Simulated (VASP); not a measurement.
Input of a VASP 6.6.1 run:

File INCAR:

```
SYSTEM = SnOs2
PREC = Accurate
ENCUT = 520
EDIFF = 1E-6
ISMEAR = 0
SIGMA = 0.1
LREAL = .False.
LASPH = .True.
NELM = 80
ALGO = Fast
ISIF = 2
LWAVE = .False.
LCHARG = .True.
GGA = PE
LELF = .True.
LVHAR = .True.
NBANDS = 22
```

KPOINTS

```
Automatic mesh
0
Gamma
  12 12 14
  0 0 0
```

Contents of POSCAR:

```
SnOs2
1.0
    4.3941309416      0.0000000000      0.0000000000
   -2.1970654708      3.8054290230      0.0000000000
    0.0000000000      0.0000000000      3.0741848371
Sn Os
1 2
Direct
    0.0000000000      0.0000000000      0.0000000000
    0.3333333333      0.6666666667      0.5000000000
    0.6666666667      0.3333333333      0.5000000000
```

Potentials or basis: VASP PAW PBE potentials, release 64 (Sn_d, Os).

The run is started by

```console
$ cat potpaw_PBE.64/Sn_d/POTCAR potpaw_PBE.64/Os/POTCAR > POTCAR
$ mpirun -np 1 vasp_std > vasp.out
```

(1) Estimate the pressure.

(2) What does it give for the band gap on the k mesh?

Answers

(1) 0.1 GPa.

(2) zero (bands 15 and 16 overlap by 1.52 eV).

Caveat: spin-orbit coupling is left out, which moves the levels of the heavy elements.
